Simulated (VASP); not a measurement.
# AgBr (P2_1/m) in VASP: a series of runs

The runs below take AgBr through single point, with PBE.

Program: VASP 6.6.1. These are calculated values, not measurements. Logs are shortened: lines on timing, memory, paths and dates and some standing lists are left out, and cuts for length are marked.

### Step 1. The cell of the first run

The typed cell holds 4 atoms: a = 4.133 Å, b = 4.132 Å, c = 5.840 Å, α = 90.00°, β = 89.98°, γ = 90.00°.

### Step 2. Single point, PBE

The input, INCAR:

```
ALGO = Normal ; EDIFF = 1E-6
ENCUT = 500 ; GGA = PE
GGA_COMPAT = F ; ISIF = 2
ISMEAR = 0 ; LASPH = T
LCHARG = F ; LREAL = F
LWAVE = F ; NBANDS = 26
NELM = 120 ; PREC = Accurate
SIGMA = 0.01
```

The input, KPOINTS:

```
k-points
0
Gamma
  6 6 4
```

The input, POSCAR:

```
AgBr
1.0
    4.1324675104      0.0000000000      0.0422444071
    0.0000000000      4.1317767865      0.0000000000
   -0.0576995955      0.0000000000      5.8393724121
Ag Br
2 2
Direct
    0.7498190468      0.7500000000      0.7499454562
    0.2501809532      0.2500000000      0.2500545438
    0.2497690821      0.2500000000      0.7500045594
    0.7502309179      0.7500000000      0.2499954406
```

Potentials or basis: VASP PAW PBE potentials, release 64 (Ag, Br).

The run is started by

```sh
cat potpaw_PBE.64/Ag/POTCAR potpaw_PBE.64/Br/POTCAR > POTCAR
mpirun -np 1 vasp_std > vasp.out
```

OUTCAR:

```text
EDIFF = 1E-6
   ENCUT = 500
   GGA = PE
   ISIF = 2
   ISMEAR = 0
   LASPH = T
   LREAL = F
   NELM = 120
   PREC = Accurate

 ion  position               nearest neighbor table
   1  0.750  0.750  0.750-   4 2.92   4 2.92   3 2.92   3 2.92   3 2.92   3 2.92
   2  0.250  0.250  0.250-   3 2.92   3 2.92   4 2.92   4 2.92   4 2.92   4 2.92
   3  0.250  0.250  0.750-   2 2.92   2 2.92   1 2.92   1 2.92   1 2.92   1 2.92
   4  0.750  0.750  0.250-   1 2.92   1 2.92   2 2.92   2 2.92   2 2.92   2 2.92

  LATTYP: Found a simple monoclinic cell.
 ALAT       =     4.1326834278
 B/A-ratio  =     0.9997806168
 C/A-ratio  =     1.4130425366
 COS(beta)  =    -0.0003413983

  Lattice vectors:

 A1 = (   4.1324675104,   0.0000000000,   0.0422444071)
 A2 = (   0.0000000000,  -4.1317767865,   0.0000000000)
 A3 = (   0.0576995955,   0.0000000000,  -5.8393724121)

Analysis of symmetry for initial positions (statically):
=====================================================================
 Subroutine PRICEL returns:
 Original cell was already a primitive cell.

 Routine SETGRP: Setting up the symmetry group for a
 simple monoclinic supercell.

 Subroutine GETGRP returns: Found  4 space group operations
 (whereof  2 operations were pure point group operations)
 out of a pool of  4 trial point group operations.

The static configuration has the point symmetry S_2 .
 The point group associated with its full space group is C_2h.

Analysis of symmetry for dynamics (positions and initial velocities):
=====================================================================
 Subroutine PRICEL returns:
 Original cell was already a primitive cell.

 Routine SETGRP: Setting up the symmetry group for a
 simple monoclinic supercell.

 Subroutine GETGRP returns: Found  4 space group operations
 (whereof  2 operations were pure point group operations)
 out of a pool of  4 trial point group operations.

The dynamic configuration has the point symmetry S_2 .
 The point group associated with its full space group is C_2h.

 Subroutine INISYM returns: Found  4 space group operations
 (whereof  2 operations are pure point group operations),
 and found     1 'primitive' translations

----------------------------------------------------------------------------------------

[... 86 lines left out ...]
 SYSTEM =  unknown system
   PREC   = accura    normal or accurate (medium, high low for compatibility)
   ISTART =      0    job   : 0-new  1-cont  2-samecut
   ICHARG =      2    charge: 1-file 2-atom 10-const
   ISPIN  =      1    spin polarized calculation?
   LNONCOLLINEAR =      F non collinear calculations
   LSORBIT =      F    spin-orbit coupling
   LASPH  =      T    aspherical Exc in radial PAW
   ENCUT  =  500.0 eV  36.75 Ry    6.06 a.u.   7.53  7.53 10.65*2*pi/ulx,y,z
   NELM   =    120;   NELMIN=  2; NELMDL= -5     # of ELM steps
   EDIFF  = 0.1E-05   stopping-criterion for ELM
   LREAL  =      F    real-space projection
   EDIFFG = 0.1E-04   stopping-criterion for IOM
   NSW    =      0    number of steps for IOM
   IBRION =     -1    ionic relax: 0-MD 1-quasi-New 2-CG
   NFREE  =      0    steps in history (QN), initial steepest desc. (CG)
   ISIF   =      2    stress and relaxation
   ISYM   =      2    0-nonsym 1-usesym 2-fastsym
   POTIM  = 0.5000    time-step for ionic-motion
   TEBEG  =    0.0;   TEEND  =   0.0 temperature during run
   PSTRESS=    0.0 pullay stress
   NELECT =      36.0000    total number of electrons
   NUPDOWN=      -1.0000    fix difference up-down
   EMIN   =  10.00;   EMAX   =-10.00  energy-range for DOS
   EFERMI =   0.00;   METHOD = LEGACY
   ISMEAR =     0;   SIGMA  =   0.01  broadening in eV -4-tet -1-fermi 0-gaus
   EFERMI_NEDOS =   21; number of points for ismear=-14 and -15
   IALGO  =     38    algorithm
   IMIX   =      4    mixing-type and parameters
     AMIX     =   0.40;   BMIX     =  1.00
     AMIX_MAG =   1.60;   BMIX_MAG =  1.00
  volume/ion in A,a.u.               =      24.93       168.23
  Fermi-wavevector in a.u.,A,eV,Ry     =   1.165709  2.202871 18.488656  1.358878
  Thomas-Fermi vector in A             =   2.302232
   LORBIT       =      0    0 simple, 1 ext, 2 COOP (PROOUT), +10 PAW based schemes
   GGA     = PE    functional components
   LHFCALC =     F    Hartree Fock is set to
   AEXX    =    0.0000 exact exchange contribution
   IVDW    =     0    specifies the selected vdW correction
   LEPSILON=     F    determine dielectric tensor
   LRPA    =     F    only Hartree local field effects (RPA)
 non-spin polarized calculation
 Gauss-broadening in eV      SIGMA  =   0.01
  energy-cutoff  :      500.00
  volume of cell :       99.71
 maximum number of plane-waves:      2566
   NGX = 15   NGY = 15   NGZ = 21

 number of electron      36.0000018 magnetization

 Free energy of the ion-electron system (eV)
  ---------------------------------------------------
  ext. energy  EPLUGINS =         0.00000000
  ---------------------------------------------------
  free energy    TOTEN  =       -10.00003163 eV

  energy without entropy =      -10.00003163  energy(sigma->0) =      -10.00003163

 E-fermi :   3.0949     XC(G=0):  -9.5924

 val. band max:        2.9911225880   @ k =   0.5000   0.0000   0.5000
 cond. band min:       3.6763876368   @ k =   0.0000   0.0000   0.0000
 fundamental gap:      0.6852650488
 Fermi energy:         3.0949023685

 k-point     1 :       0.0000    0.0000    0.0000
  band No.  band energies     occupation
      1     -11.7612      2.00000
      2     -11.3490      2.00000
      3      -0.9117      2.00000
      4       0.1707      2.00000
      5       0.4049      2.00000
      6       0.4052      2.00000
[... 685 lines left out ...]
     25      11.5079      0.00000
     26      11.7440      0.00000

 [... further k-points ...]
[... 5 lines left out ...]
  --------------------------------------------------------------------------------------
  -------------------------------------------------------------------------------------
  Total       -0.0464014     -0.0443830     -0.0455325      0.0000000      0.0000000     -0.0016349
  in kB       -0.7455641     -0.7131336     -0.7316030      0.0000000      0.0000000     -0.0262693
  external PRESSURE =      -0.7301002 kB  Pullay stress =       0.0000000 kB

 VOLUME and BASIS-vectors are now :
 -----------------------------------------------------------------------------
  energy-cutoff  :      500.00
  volume of cell :       99.71
      direct lattice vectors                 reciprocal lattice vectors
     4.132467510  0.000000000  0.042244407     0.241961733  0.000000000  0.002390855
     0.000000000  4.131776786  0.000000000     0.000000000  0.242026627  0.000000000
    -0.057699595  0.000000000  5.839372412    -0.001750450  0.000000000  0.171233984

 POSITION                                       TOTAL-FORCE (eV/Angst)
 -----------------------------------------------------------------------------------
      3.05533      3.09883      4.41089        -0.000235     -0.000000      0.000389
      1.01944      1.03294      1.47073         0.000235     -0.000000     -0.000389
      0.98889      1.03294      4.39011         0.001128      0.000000      0.000321
      3.08588      3.09883      1.49151        -0.001128     -0.000000     -0.000321
 -----------------------------------------------------------------------------------
    total drift:                               -0.000000      0.000000     -0.000000

  FREE ENERGIE OF THE ION-ELECTRON SYSTEM (eV)
  ---------------------------------------------------
  free  energy   TOTEN  =       -10.0000316311 eV

  energy  without entropy=      -10.0000316311  energy(sigma->0) =      -10.00003163
```

OSZICAR:

```text
N       E                     dE             d eps       ncg     rms          rms(c)
DAV:   1     0.217254462489E+03    0.21725E+03   -0.16635E+04  2912   0.121E+03
DAV:   2     0.126249288715E+01   -0.21599E+03   -0.20641E+03  3284   0.259E+02
DAV:   3    -0.101426680580E+02   -0.11405E+02   -0.11320E+02  3522   0.592E+01
DAV:   4    -0.102434049690E+02   -0.10074E+00   -0.10066E+00  3132   0.606E+00
DAV:   5    -0.102441452024E+02   -0.74023E-03   -0.74022E-03  3308   0.527E-01    0.729E+00
DAV:   6    -0.100061854784E+02    0.23796E+00   -0.46938E-01  3034   0.732E+00    0.489E+00
DAV:   7    -0.100006653035E+02    0.55202E-02   -0.19019E-01  2962   0.238E+00    0.170E+00
DAV:   8    -0.999995021538E+01    0.71509E-03   -0.13177E-02  2998   0.110E+00    0.324E-01
DAV:   9    -0.999996210150E+01   -0.11886E-04   -0.27419E-03  3158   0.457E-01    0.459E-02
DAV:  10    -0.100000108454E+02   -0.48744E-04   -0.12239E-04  3058   0.121E-01    0.298E-02
DAV:  11    -0.100000325163E+02   -0.21671E-04   -0.40503E-05  2972   0.449E-02    0.132E-02
DAV:  12    -0.100000316311E+02    0.88526E-06   -0.15475E-06  2398   0.156E-02
   1 F= -.10000032E+02 E0= -.10000032E+02  d E =-.182512E-50
```

It took 90 s on 1 thread of Intel Xeon Platinum 8259CL at 2.50GHz (Skylake/Cascade Lake), shared host; peak memory 0.27 GiB.

Results:

```
Free energy            : -10.0000 eV
Pressure               : -0.1 GPa
Band gap on the k mesh : 0.69 eV
```

A k mesh can miss the band edges.

### Step 3. Single point, PBE (25.68 Å³/atom)

This run uses another cell than the first one, of 25.68 Å³/atom.

The input, INCAR:

```
SYSTEM = AgBr
PREC = Accurate
ENCUT = 500
EDIFF = 1E-6
ISMEAR = 0
SIGMA = 0.01
LREAL = .FALSE.
LASPH = .TRUE.
NELM = 120
ALGO = Normal
ISIF = 2
LWAVE = .FALSE.
LCHARG = .FALSE.
GGA = PE
NBANDS = 26
GGA_COMPAT = .FALSE.
```

The input, KPOINTS:

```
regular mesh
0
G
  6 6 4
  0 0 0
```

The input, POSCAR:

```
AgBr
1.0
    4.1733856914      0.0000000000      0.0426626958
    0.0000000000      4.1726881282      0.0000000000
   -0.0582709158      0.0000000000      5.8971917408
Ag Br
2 2
Direct
    0.7498190468      0.7500000000      0.7499454562
    0.2501809532      0.2500000000      0.2500545438
    0.2497690821      0.2500000000      0.7500045594
    0.7502309179      0.7500000000      0.2499954406
```

Potentials or basis: VASP PAW PBE potentials, release 64 (Ag, Br).

The run is started by

```sh
cat potpaw_PBE.64/Ag/POTCAR potpaw_PBE.64/Br/POTCAR > POTCAR
mpirun -np 1 vasp_std > vasp.out
```

It took 100 s on 1 thread of Intel Xeon Platinum 8259CL at 2.50GHz (Skylake/Cascade Lake), shared host; peak memory 0.27 GiB.

It converged, with:

- Free energy: -9.9891 eV
- Pressure: -1.1 GPa
- Band gap on the k mesh: 0.70 eV

Levels at points of the mesh, in eV from the valence-band top:
| k point | band 15 | band 16 | band 17 | band 18 | band 19 | band 20 | band 21 | band 22 |
| --- | --- | --- | --- | --- | --- | --- | --- | --- |
| (0.00, 0.00, 0.00) | -2.09 | -1.65 | -1.65 | -1.65 | 0.70 | 1.76 | 7.20 | 8.74 |
| (0.50, 0.00, 0.00) | -1.67 | -1.67 | -0.09 | -0.09 | 4.71 | 4.71 | 5.31 | 5.31 |
| (0.00, 0.50, 0.00) | -1.67 | -1.67 | -0.09 | -0.09 | 4.71 | 4.71 | 5.30 | 5.30 |
| (0.50, 0.50, 0.00) | -2.14 | -2.14 | -2.09 | -2.09 | 1.76 | 1.76 | 7.20 | 7.20 |
| (0.00, 0.00, 0.50) | -1.63 | -1.63 | -1.47 | -1.47 | 3.14 | 3.14 | 6.69 | 6.69 |
| (0.50, 0.00, 0.50) | 0.00 | 0.00 | 0.00 | 0.00 | 3.96 | 3.96 | 6.12 | 6.12 |
| (0.00, 0.50, 0.50) | 0.00 | 0.00 | 0.00 | 0.00 | 3.96 | 3.96 | 6.12 | 6.12 |
| (0.50, 0.50, 0.50) | -2.03 | -2.03 | -1.32 | -1.32 | 3.68 | 3.68 | 7.12 | 7.12 |

A k mesh can miss the band edges.

(Continued in part 2 of 2.)
